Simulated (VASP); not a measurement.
# LiH (I4/mmm) in VASP: notebook

LiH is run at these levels: r2SCAN; tasks: single point.

All numbers are computed with VASP 6.6.1; they aren't measurements. Logs are shortened: lines on timing, memory, paths and dates and some standing lists are left out, and cuts for length are marked.

## 1. The cell of the first run

Symmetry: I4/mmm, No. 139, tetragonal system. Conventional cell: a = 2.759 Å, b = 2.759 Å, c = 4.065 Å, α = 90.00°, β = 90.00°, γ = 90.00°. Li (site symmetry 4/mmm) has 6 H at 1.95 to 2.03 Å within 2.6 Å. H (site symmetry 4/mmm) has 6 Li at 1.95 to 2.03 Å within 2.6 Å.

## 2. Single point, r2SCAN (strain -0.040 along x and y, +0.000 along z)

Input file POSCAR:

```
LiH
1.0
    0.0000000000      1.9512000000      2.0325000000
    1.9512000000      0.0000000000      2.0325000000
    1.9512000000      1.9512000000      0.0000000000
Li H
1 1
Direct
    0.0000000000      0.0000000000      0.0000000000
    0.5000000000      0.5000000000      0.5000000000
```

Input file INCAR.step1:

```
SYSTEM = LiH
PREC = Accurate ; ENCUT = 830
ISMEAR = 0 ; SIGMA = 0.05
LREAL = .False. ; LASPH = .True.
NELM = 120 ; NBANDS = 9
GGA = PE ; ALGO = Normal
EDIFF = 1E-5 ; LWAVE = .True.
LCHARG = .False. ; GGA_COMPAT = .False.
```

Input file INCAR.step2:

```
SYSTEM = LiH
PREC = Accurate ; ENCUT = 830
EDIFF = 1E-6 ; ISMEAR = 0
SIGMA = 0.05 ; LREAL = .False.
LASPH = .True. ; NELM = 120
ALGO = Normal ; ISIF = 2
LWAVE = .False. ; LCHARG = .False.
METAGGA = R2SCAN ; LMIXTAU = .True.
NBANDS = 9 ; ISTART = 1
GGA_COMPAT = .False.
```

Input file KPOINTS:

```
Automatic mesh
0
Gamma
  10 10 10
  0 0 0
```

Potentials or basis: VASP PAW PBE potentials, release 64 (Li_sv, H).

The run is started by

```sh
$ cat potpaw_PBE.64/Li_sv/POTCAR potpaw_PBE.64/H/POTCAR > POTCAR
$ cp INCAR.step1 INCAR
$ mpirun -np 1 vasp_std > vasp.out
$ cp INCAR.step2 INCAR
$ mpirun -np 1 vasp_std > vasp.out
```

OUTCAR:

```text
SYSTEM = LiH
   PREC = Accurate
   ENCUT = 830
   EDIFF = 1E-6
   ISMEAR = 0
   LREAL = .False.
   LASPH = .True.
   NELM = 120
   ISIF = 2
   METAGGA = R2SCAN
   ISTART = 1

 ion  position               nearest neighbor table
   1  0.000  0.000  0.000-
   2  0.500  0.500  0.500-

  LATTYP: Found a body centered tetragonal cell.
 ALAT       =     2.7594135029
 C/A-ratio  =     1.4731391275

  Lattice vectors:

 A1 = (  -1.9512000000,   0.0000000000,   2.0325000000)
 A2 = (   1.9512000000,   0.0000000000,   2.0325000000)
 A3 = (   0.0000000000,   1.9512000000,  -2.0325000000)

Analysis of symmetry for initial positions (statically):
=====================================================================
 Subroutine PRICEL returns:
 Original cell was already a primitive cell.

 Routine SETGRP: Setting up the symmetry group for a
 body centered tetragonal supercell.

 Subroutine GETGRP returns: Found 16 space group operations
 (whereof 16 operations were pure point group operations)
 out of a pool of 16 trial point group operations.

The static configuration has the point symmetry D_4h.

Analysis of symmetry for dynamics (positions and initial velocities):
=====================================================================
 Subroutine PRICEL returns:
 Original cell was already a primitive cell.

 Routine SETGRP: Setting up the symmetry group for a
 body centered tetragonal supercell.

 Subroutine GETGRP returns: Found 16 space group operations
 (whereof 16 operations were pure point group operations)
 out of a pool of 16 trial point group operations.

The dynamic configuration has the point symmetry D_4h.

 Subroutine INISYM returns: Found 16 space group operations
 (whereof 16 operations are pure point group operations),
 and found     1 'primitive' translations

----------------------------------------------------------------------------------------

                                     Primitive cell

  volume of cell :      15.4762

  direct lattice vectors                    reciprocal lattice vectors
     0.000000000  1.951200000  2.032500000    -0.256252563  0.256252563  0.246002460
     1.951200000  0.000000000  2.032500000     0.256252563 -0.256252563  0.246002460
     1.951200000  1.951200000  0.000000000     0.256252563  0.256252563 -0.246002460

  length of vectors
     2.817487833  2.817487833  2.759413503     0.438004523  0.438004523  0.438004523

  position of ions in fractional coordinates (direct lattice)
     0.000000000  0.000000000  0.000000000
     0.500000000  0.500000000  0.500000000

  ion indices of the primitive-cell ions
   primitive index   ion index
                 1           1
                 2           2

----------------------------------------------------------------------------------------

 KPOINTS: Automatic mesh

Automatic generation of k-mesh.
 Grid dimensions read from file:
 generate k-points for:   10   10   10

 Generating k-lattice:

  Cartesian coordinates                     Fractional coordinates (reciprocal lattice)
    -0.025625256  0.025625256  0.024600246     0.100000000 -0.000000000  0.000000000
     0.025625256 -0.025625256  0.024600246    -0.000000000  0.100000000  0.000000000
     0.025625256  0.025625256 -0.024600246     0.000000000  0.000000000  0.100000000

  Length of vectors
     0.043800452  0.043800452  0.043800452

  Shift w.r.t. Gamma in fractional coordinates (k-lattice)
     0.000000000  0.000000000  0.000000000

 Subroutine IBZKPT returns following result:
 ===========================================

 Found    102 irreducible k-points:

 Following reciprocal coordinates:
            Coordinates               Weight
  0.000000  0.000000  0.000000      1.000000
  0.100000  0.000000  0.000000      8.000000
  0.200000  0.000000  0.000000      8.000000
  0.300000  0.000000  0.000000      8.000000
  0.400000  0.000000  0.000000      8.000000
  0.500000  0.000000  0.000000      4.000000
[... 16 lines left out ...]
  0.300000  0.300000  0.000000      2.000000
  0.400000  0.300000  0.000000      8.000000
 [... further k-points ...]
   k-points           NKPTS =    102   k-points in BZ     NKDIM =    102   number of bands    NBANDS=      9
   number of dos      NEDOS =    301   number of ions     NIONS =      2
   total plane-waves  NPLWV =  21952
   dimension x,y,z NGX =    28 NGY =   28 NGZ =   28
   dimension x,y,z NGXF=    56 NGYF=   56 NGZF=   56
   ions per type =               1   1
   NGX,Y,Z   is equivalent  to a cutoff of  16.52, 16.52, 16.87 a.u.
   NGXF,Y,Z  is equivalent  to a cutoff of  33.04, 33.04, 33.74 a.u.
 SYSTEM =  LiH
   PREC   = accura    normal or accurate (medium, high low for compatibility)
   ISTART =      1    job   : 0-new  1-cont  2-samecut
   ICHARG =      0    charge: 1-file 2-atom 10-const
   ISPIN  =      1    spin polarized calculation?
   LNONCOLLINEAR =      F non collinear calculations
   LSORBIT =      F    spin-orbit coupling
   LASPH  =      T    aspherical Exc in radial PAW
   ENCUT  =  830.0 eV  61.00 Ry    7.81 a.u.   6.62  6.62  6.48*2*pi/ulx,y,z
   NELM   =    120;   NELMIN=  2; NELMDL=  0     # of ELM steps
   EDIFF  = 0.1E-05   stopping-criterion for ELM
   LREAL  =      F    real-space projection
   EDIFFG = 0.1E-04   stopping-criterion for IOM
   NSW    =      0    number of steps for IOM
   IBRION =     -1    ionic relax: 0-MD 1-quasi-New 2-CG
   NFREE  =      0    steps in history (QN), initial steepest desc. (CG)
   ISIF   =      2    stress and relaxation
   ISYM   =      2    0-nonsym 1-usesym 2-fastsym
   POTIM  = 0.5000    time-step for ionic-motion
   TEBEG  =    0.0;   TEEND  =   0.0 temperature during run
   PSTRESS=    0.0 pullay stress
   NELECT =       4.0000    total number of electrons
   NUPDOWN=      -1.0000    fix difference up-down
   EMIN   =  10.00;   EMAX   =-10.00  energy-range for DOS
   EFERMI =   0.00;   METHOD = LEGACY
   ISMEAR =     0;   SIGMA  =   0.05  broadening in eV -4-tet -1-fermi 0-gaus
   EFERMI_NEDOS =   21; number of points for ismear=-14 and -15
   IALGO  =     38    algorithm
   IMIX   =      4    mixing-type and parameters
     AMIX     =   0.40;   BMIX     =  1.00
     AMIX_MAG =   1.60;   BMIX_MAG =  1.00
  volume/ion in A,a.u.               =       7.74        52.22
  Fermi-wavevector in a.u.,A,eV,Ry     =   1.042814  1.970632 14.795801  1.087461
  Thomas-Fermi vector in A             =   2.177496
   LORBIT       =      0    0 simple, 1 ext, 2 COOP (PROOUT), +10 PAW based schemes
   METAGGA = R2SCAN    functional components
   LHFCALC =     F    Hartree Fock is set to
   AEXX    =    0.0000 exact exchange contribution
   IVDW    =     0    specifies the selected vdW correction
   LEPSILON=     F    determine dielectric tensor
   LRPA    =     F    only Hartree local field effects (RPA)
 non-spin polarized calculation
 Gauss-broadening in eV      SIGMA  =   0.05
  energy-cutoff  :      830.00
  volume of cell :       15.48
 maximum number of plane-waves:       869
   NGX = 13   NGY = 13   NGZ = 13

 number of electron       4.0000002 magnetization

 Free energy of the ion-electron system (eV)
  ---------------------------------------------------
  ext. energy  EPLUGINS =         0.00000000
  ---------------------------------------------------
  free energy    TOTEN  =        -6.81261510 eV

  energy without entropy =       -6.81261510  energy(sigma->0) =       -6.81261510

 E-fermi :   0.3963     XC(G=0):  -8.9617

 val. band max:        0.1016455155   @ k =   0.5000   0.0000   0.5000
 cond. band min:       3.1699785074   @ k =   0.5000   0.5000   0.0000
 fundamental gap:      3.0683329919
 Fermi energy:         0.3963410357

 k-point     1 :       0.0000    0.0000    0.0000
  band No.  band energies     occupation
      1     -45.6878      2.00000
      2      -5.6065      2.00000
      3      18.1044      0.00000
      4      19.6923      0.00000
      5      19.6924      0.00000
      6      20.0940      0.00000
      7      24.1724      0.00000
      8      24.4258      0.00000
      9      24.4259      0.00000

 k-point     2 :       0.1000    0.0000    0.0000
  band No.  band energies     occupation
      1     -45.6828      2.00000
      2      -5.4240      2.00000
      3      16.2407      0.00000
      4      18.7967      0.00000
      5      19.3201      0.00000
      6      19.4038      0.00000
      7      24.0959      0.00000
      8      25.3304      0.00000
      9      25.3600      0.00000

 k-point     3 :       0.2000    0.0000    0.0000
  band No.  band energies     occupation
      1     -45.6697      2.00000
      2      -4.8917      2.00000
      3      12.6064      0.00000
      4      17.3857      0.00000
      5      18.5871      0.00000
      6      18.7599      0.00000
      7      24.2641      0.00000
      8      25.3437      0.00000
      9      25.8891      0.00000

 k-point     4 :       0.3000    0.0000    0.0000
  band No.  band energies     occupation
      1     -45.6536      2.00000
      2      -4.0770      2.00000
      3       9.2295      0.00000
      4      16.2021      0.00000
      5      18.1118      0.00000
      6      18.5178      0.00000
      7      22.1116      0.00000
      8      23.4524      0.00000
      9      26.9909      0.00000

 k-point     5 :       0.4000    0.0000    0.0000
  band No.  band energies     occupation
      1     -45.6406      2.00000
      2      -3.1941      2.00000
      3       6.7447      0.00000
      4      15.4362      0.00000
      5      18.0786      0.00000
      6      18.6975      0.00000
      7      20.4540      0.00000
      8      21.5784      0.00000
      9      29.0031      0.00000

 k-point     6 :       0.5000    0.0000    0.0000
  band No.  band energies     occupation
      1     -45.6356      2.00000
      2      -2.7597      2.00000
      3       5.7687      0.00000
      4      15.1730      0.00000
      5      18.2406      0.00000
      6      18.9864      0.00000
      7      19.7210      0.00000
      8      20.7189      0.00000
      9      30.1678      0.00000
[... 169 lines left out ...]
 k-point    21 :      -0.3000    0.2000    0.0000
  band No.  band energies     occupation
      1     -45.6359      2.00000
      2      -2.7613      2.00000
      3       7.5676      0.00000
      4      10.0995      0.00000
      5      17.5345      0.00000
      6      17.9637      0.00000
      7      24.5091      0.00000
      8      27.8803      0.00000
      9      28.5158      0.00000

 k-point    22 :      -0.2000    0.2000    0.0000
  band No.  band energies     occupation
      1     -45.6475      2.00000
      2      -3.7114      2.00000
      3      10.3974      0.00000
      4      10.6674      0.00000
      5      18.1898      0.00000
      6      19.5276      0.00000
      7      23.4343      0.00000
      8      26.4029      0.00000
      9      27.7053      0.00000

 k-point    23 :       0.3000    0.3000    0.0000
  band No.  band energies     occupation
      1     -45.6466      2.00000
      2      -3.3667      2.00000
      3       8.9287      0.00000
      4      13.8788      0.00000
      5      13.8788      0.00000
      6      17.2467      0.00000
      7      19.9739      0.00000
      8      30.7674      0.00000
      9      34.6769      0.00000

 k-point    24 :       0.4000    0.3000    0.0000
  band No.  band energies     occupation
      1     -45.6369      2.00000
      2      -2.4709      2.00000
      3       6.9884      0.00000
      4      11.8877      0.00000
      5      13.4474      0.00000
      6      18.2351      0.00000
      7      20.1503      0.00000
      8      31.7852      0.00000
      9      33.2650      0.00000

 [... further k-points ...]

------------------------ aborting loop because EDIFF is reached ----------------------------------------

  FORCE on cell =-STRESS in cart. coord.  units (eV):
  Direction    XX          YY          ZZ          XY          YZ          ZX
  --------------------------------------------------------------------------------------
  -------------------------------------------------------------------------------------
  Total        0.2455159      0.2455159     -0.0651731      0.0000000      0.0000000     -0.0000000
  in kB       25.4171016     25.4171016     -6.7470658      0.0000000      0.0000000     -0.0000000
  external PRESSURE =      14.6957124 kB  Pullay stress =       0.0000000 kB

 VOLUME and BASIS-vectors are now :
 -----------------------------------------------------------------------------
  energy-cutoff  :      830.00
  volume of cell :       15.48
      direct lattice vectors                 reciprocal lattice vectors
     0.000000000  1.951200000  2.032500000    -0.256252563  0.256252563  0.246002460
     1.951200000  0.000000000  2.032500000     0.256252563 -0.256252563  0.246002460
     1.951200000  1.951200000  0.000000000     0.256252563  0.256252563 -0.246002460

 POSITION                                       TOTAL-FORCE (eV/Angst)
 -----------------------------------------------------------------------------------
      0.00000      0.00000      0.00000         0.000000      0.000000     -0.000000
      1.95120      1.95120      2.03250        -0.000000     -0.000000      0.000000
 -----------------------------------------------------------------------------------
    total drift:                                0.000000      0.000000      0.000000

  FREE ENERGIE OF THE ION-ELECTRON SYSTEM (eV)
  ---------------------------------------------------
  free  energy   TOTEN  =        -6.8126151029 eV

  energy  without entropy=       -6.8126151029  energy(sigma->0) =       -6.81261510
```

Run time: 3.3 min. Hardware: 1 thread of AMD EPYC 7R13, shared host; peak memory 0.14 GiB.

Results:

```
Free energy            : -6.8126 eV
Pressure               : 1.5 GPa
Band gap on the k mesh : 3.07 eV (least direct gap 3.39 eV)
```

Levels at points of the mesh, in eV from the valence-band top:
| k point | band 1 | band 2 | band 3 | band 4 | band 5 | band 6 | band 7 |
| --- | --- | --- | --- | --- | --- | --- | --- |
| (0.00, 0.00, 0.00) | -45.79 | -5.71 | 18.00 | 19.59 | 19.59 | 19.99 | 24.07 |
| (0.50, 0.00, 0.00) | -45.74 | -2.86 | 5.67 | 15.07 | 18.14 | 18.88 | 19.62 |
| (0.50, 0.50, 0.00) | -45.73 | -0.32 | 3.07 | 12.32 | 12.32 | 15.65 | 19.88 |
| (0.50, 0.00, 0.50) | -45.72 | 0.00 | 3.65 | 11.43 | 11.80 | 14.99 | 19.53 |

Caveat: the cell differs from its parent crystal (strain -0.040 along x and y, +0.000 along z); the PAW data sets were made with another functional, which shifts forces and pressure a little. A k mesh can miss the band edges.

[end of part 1 of 2]
